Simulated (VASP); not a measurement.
Wanted: the native input for a VASP 6.6.1 run.

```yaml
Task: single point
Functional: PBE
Potentials_or_basis: VASP PAW PBE potentials, release 64 (Sm_3, Pb_d), 4f in core
Cutoff: 500 eV
k_mesh: 6 × 6 × 4
Occupations: gaussian, width 0.2 eV
Spin: no spin polarisation
Dipole_correction: no
Mended: yes
Further_INCAR_settings: ALGO = Normal; EDIFF = 1e-06; NBANDS = 48
```

The structure of SmPb2 lies in POSCAR:

```
SmPb2
1.0
   -4.6512303544      0.0000000000      0.0000000000
    0.0000000000      0.0000000000     -4.6975241384
    0.0000000000     -9.3024607087      0.0000000000
Sm Pb
2 4
Direct
    1.0000000000      0.0000000000      0.5000000000
    1.0000000000      0.0000000000      0.0000000000
    0.0000000000      0.5000000000      0.7500000000
    0.0000000000      0.5000000000      0.2500000000
    0.5000000000      0.5000000000      0.5000000000
    0.5000000000      0.5000000000      0.0000000000
```

One way to write it, as run:

INCAR

```
SYSTEM = SmPb2
ALGO = Normal
EDIFF = 1E-6
ENCUT = 500
GGA = PE
GGA_COMPAT = .False.
ISIF = 2
ISMEAR = 0
LASPH = .True.
LCHARG = .False.
LMAXMIX = 6
LREAL = .False.
LWAVE = .False.
NBANDS = 48
NELM = 200
PREC = Accurate
SIGMA = 0.2
```

KPOINTS

```
k-points
0
Gamma
  6 6 4
  0 0 0
```

Potentials or basis: VASP PAW PBE potentials, release 64 (Sm_3, Pb_d), 4f in core.

The run is started by

```sh
$ cat potpaw_PBE.64/Sm_3/POTCAR potpaw_PBE.64/Pb_d/POTCAR > POTCAR
$ mpirun -np 1 vasp_std > vasp.out
```

It gave:

```yaml
Pressure: 0.1 GPa
Band_gap_on_the_k_mesh: zero (bands 39 and 40 overlap by 1.70 eV)
```

Caveat: spin-orbit coupling is left out, which moves the levels of the heavy elements; the 4f electrons are frozen in the core, so they carry no moment and show no levels.

Wall time 2.7 min on 1 thread of Intel(R) Xeon(R) 6975P-C (Granite Rapids), on a shared host, peak memory 0.5 GiB.
